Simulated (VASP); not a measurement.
# Te2Mo in VASP: notebook, part 2 of 2

VASP 6.6.1.

## (5) Single point, PBEsol

Contents of INCAR:

```
PREC     = Accurate       # precision mode
ENCUT    = 520            # plane-wave cutoff, eV
EDIFF    = 1E-6           # SCF threshold, eV
ISMEAR   = 0              # smearing method
SIGMA    = 0.02           # smearing width, eV
LREAL    = False          # projectors in reciprocal space
LASPH    = True           # aspherical terms in the spheres
NELM     = 100            # most SCF steps
ALGO     = Normal         # electronic algorithm
ISIF     = 2              # what is computed and relaxed
LWAVE    = False          # write WAVECAR
LCHARG   = False          # write CHGCAR
GGA      = PS             # functional
NBANDS   = 35             # bands
```

Contents of KPOINTS:

```
regular mesh
0
Gamma
  9 9 2
```

Contents of POSCAR:

```
Te2Mo
1.0
    3.4967380763      0.0000000000      0.0000000000
   -1.7483690381      3.0282640045      0.0000000000
    0.0000000000      0.0000000000     13.7020503281
Te Mo
4 2
Direct
    0.3333333333      0.6666666667      0.1172435443
    0.6666666667      0.3333333333      0.6175254370
    0.6666666667      0.3333333333      0.8827564557
    0.3333333333      0.6666666667      0.3824745630
    0.3333333333      0.6666666667      0.7501434882
    0.6666666667      0.3333333333      0.2498565118
```

Potentials or basis: VASP PAW PBE potentials, release 64 (Te, Mo_sv).

Command:

```sh
$ cat potpaw_PBE.64/Te/POTCAR potpaw_PBE.64/Mo_sv/POTCAR > POTCAR
$ mpirun -np 1 vasp_std > vasp.out
```

OUTCAR:

```text
PREC = Accurate
   ENCUT = 520
   EDIFF = 1E-6
   ISMEAR = 0
   LREAL = False
   LASPH = True
   NELM = 100
   ISIF = 2
   GGA = PS

 ion  position               nearest neighbor table
   1  0.333  0.667  0.117-   6 2.72   6 2.72   6 2.72   4 3.63
   2  0.667  0.333  0.618-   5 2.72   5 2.72   5 2.72   3 3.63
   3  0.667  0.333  0.883-   5 2.72   5 2.72   5 2.72   2 3.63
   4  0.333  0.667  0.382-   6 2.72   6 2.72   6 2.72   1 3.63
   5  0.333  0.667  0.750-   3 2.72   3 2.72   3 2.72   2 2.72   2 2.72   2 2.72
   6  0.667  0.333  0.250-   1 2.72   1 2.72   1 2.72   4 2.72   4 2.72   4 2.72

  LATTYP: Found a hexagonal cell.
 ALAT       =     3.4967380763
 C/A-ratio  =     3.9185235008

  Lattice vectors:

 A1 = (   3.4967380763,   0.0000000000,   0.0000000000)
 A2 = (  -1.7483690381,   3.0282640045,   0.0000000000)
 A3 = (   0.0000000000,   0.0000000000,  13.7020503281)

Analysis of symmetry for initial positions (statically):
=====================================================================
 Subroutine PRICEL returns:
 Original cell was already a primitive cell.
[... 181 lines left out ...]
 cond. band min:       9.1341103504   @ k =   0.2222   0.2222   0.0000
 fundamental gap:      0.6459373482
 Fermi energy:         8.7741777272

 k-point     1 :       0.0000    0.0000    0.0000
  band No.  band energies     occupation
      1     -52.2830      2.00000
      2     -52.2830      2.00000
      3     -26.4883      2.00000
      4     -26.4882      2.00000
      5     -26.3413      2.00000
      6     -26.3413      2.00000
[... 901 lines left out ...]
     34      12.0279      0.00000
     35      13.4235      0.00000

------------------------ aborting loop because EDIFF is reached ----------------------------------------

  FORCE on cell =-STRESS in cart. coord.  units (eV):
  Direction    XX          YY          ZZ          XY          YZ          ZX
  --------------------------------------------------------------------------------------
  -------------------------------------------------------------------------------------
  Total       -0.3702834     -0.3702834     -0.3849098     -0.0000000      0.0000000      0.0000000
  in kB       -4.0888615     -4.0888615     -4.2503736     -0.0000000      0.0000000      0.0000000
  external PRESSURE =      -4.1426988 kB  Pullay stress =       0.0000000 kB

 VOLUME and BASIS-vectors are now :
 -----------------------------------------------------------------------------
  energy-cutoff  :      520.00
  volume of cell :      145.09
      direct lattice vectors                 reciprocal lattice vectors
     3.496738076  0.000000000  0.000000000     0.285980814  0.165111100  0.000000000
    -1.748369038  3.028264004  0.000000000     0.000000000  0.330222199  0.000000000
     0.000000000  0.000000000 13.702050328     0.000000000  0.000000000  0.072981778

 POSITION                                       TOTAL-FORCE (eV/Angst)
 -----------------------------------------------------------------------------------
     -0.00000      2.01884      1.60648         0.000000     -0.000000      0.207941
      1.74837      1.00942      8.46136         0.000000      0.000000      0.205324
      1.74837      1.00942     12.09557         0.000000      0.000000     -0.207941
     -0.00000      2.01884      5.24069         0.000000     -0.000000     -0.205324
     -0.00000      2.01884     10.27850        -0.000000     -0.000000     -0.002163
      1.74837      1.00942      3.42355         0.000000      0.000000      0.002163
 -----------------------------------------------------------------------------------
    total drift:                                0.000000     -0.000000      0.000000

  FREE ENERGIE OF THE ION-ELECTRON SYSTEM (eV)
  ---------------------------------------------------
  free  energy   TOTEN  =       -39.3795143213 eV

  energy  without entropy=      -39.3795143213  energy(sigma->0) =      -39.37951432
```

It used 100 s of CPU time on 1 thread of Intel(R) Xeon(R) Platinum 8488C (Sapphire Rapids), on a shared host.

Results:

```yaml
Free_energy: -39.3795 eV
Pressure: -0.4 GPa
Largest_force: 0.208 eV/Å
Band_gap_on_the_k_mesh: 0.65 eV, indirect (least direct gap 1.02 eV)
```

Forces in eV/Å, atoms in the order of the input:
```
Te   0.000  0.000  0.208
Te   0.000  0.000  0.205
Te   0.000  0.000 -0.208
Te   0.000  0.000 -0.205
Mo   0.000  0.000 -0.002
Mo   0.000  0.000  0.002
```

Caveat: the PAW data sets were made with another functional, which shifts forces and pressure a little; spin-orbit coupling is left out, which moves the levels of the heavy elements; this functional lacks dispersion, which binds the layers, so the pressure and a relaxed spacing across them are unreliable. A k mesh can miss the band edges.

## (6) Single point, r2SCAN

POSCAR is that of step 5.

Contents of INCAR.step1:

```
PREC = Accurate
ENCUT = 520
ISMEAR = 0
SIGMA = 0.02
LREAL = F
LASPH = T
NELM = 80
NBANDS = 35
GGA = PE
ALGO = Normal
EDIFF = 1E-4
LWAVE = T
LCHARG = F
```

Contents of INCAR.step2:

```
PREC = Accurate
ENCUT = 520
EDIFF = 1E-6
ISMEAR = 0
SIGMA = 0.02
LREAL = F
LASPH = T
NELM = 80
ALGO = Normal
ISIF = 2
LWAVE = F
LCHARG = T
METAGGA = R2SCAN
LMIXTAU = T
LELF = T
LVHAR = T
NBANDS = 35
ISTART = 1
```

Contents of KPOINTS:

```
Automatic mesh
0
Gamma
  9 9 2
```

Potentials or basis: VASP PAW PBE potentials, release 64 (Te, Mo_sv).

Command:

```sh
$ cat potpaw_PBE.64/Te/POTCAR potpaw_PBE.64/Mo_sv/POTCAR > POTCAR
$ cp INCAR.step1 INCAR
$ mpirun -np 1 vasp_std > vasp.out
$ cp INCAR.step2 INCAR
$ mpirun -np 1 vasp_std > vasp.out
```

It used 290 s of CPU time on 1 thread of Intel(R) Xeon(R) Platinum 8488C (Sapphire Rapids), with other jobs on the host.

The run converged. Its results:

```yaml
Free_energy: -155.4827 eV
Pressure: 3.2 GPa
Largest_force: 0.255 eV/Å
Band_gap_on_the_k_mesh: 0.77 eV, indirect (least direct gap 1.16 eV)
```

Forces on the atoms (eV/Å):
```
Te   0.000  0.000  0.255
Te   0.000  0.000  0.250
Te   0.000  0.000 -0.255
Te   0.000  0.000 -0.250
Mo   0.000  0.000 -0.002
Mo   0.000  0.000  0.002
```

Stress tensor (GPa, compression positive):
```
3.62 0.00 0.00
0.00 3.62 0.00
0.00 0.00 2.35
```

Levels at points of the mesh, in eV from the valence-band top:
| k point | band 23 | band 24 | band 25 | band 26 | band 27 | band 28 | band 29 | band 30 |
| --- | --- | --- | --- | --- | --- | --- | --- | --- |
| (0.00, 0.00, 0.00) | -1.11 | -1.11 | -0.27 | 0.00 | 2.99 | 2.99 | 3.17 | 3.17 |
| (0.00, 0.00, 0.50) | -1.13 | -1.13 | -0.08 | -0.07 | 3.03 | 3.03 | 3.03 | 3.03 |

Caveat: the PAW data sets were made with another functional, which shifts forces and pressure a little; spin-orbit coupling is left out, which moves the levels of the heavy elements. A k mesh can miss the band edges.

## (7) Summary

```csv
task,level,cell,cutoff (eV),gap on the mesh (eV),pressure (GPa),largest force (eV/Å)
single point,PBE+D3(BJ),"a = 3.497, b = 3.497, c = 13.705 Å, angles 90.0, 90.0, 120.0°, 6 atoms",520,0.67,0.0,0.02
relaxation of cell and atoms,PBE+D3(BJ),"relaxed from a = 3.497, b = 3.497, c = 13.705 Å, angles 90.0, 90.0, 120.0°, 6 atoms",600,0.66,0.0,-
single point,PBEsol,"a = 3.497, b = 3.497, c = 13.702 Å, angles 90.0, 90.0, 120.0°, 6 atoms",520,0.65,-0.4,0.21
single point,r2SCAN,"a = 3.497, b = 3.497, c = 13.702 Å, angles 90.0, 90.0, 120.0°, 6 atoms",520,0.77,3.2,0.25
```

Alike in all rows: potentials or basis VASP PAW PBE potentials, release 64 (Te, Mo_sv); no spin polarisation; k mesh 9 × 9 × 2; smearing gaussian 0.02 eV.

Caveats: spin-orbit coupling is left out, which moves the levels of the heavy elements; the PAW data sets were made with another functional, which shifts forces and pressure a little (some runs); this functional lacks dispersion, which binds the layers, so the pressure and a relaxed spacing across them are unreliable (some runs).

Absolute energies hang on the potentials; compare differences alone.
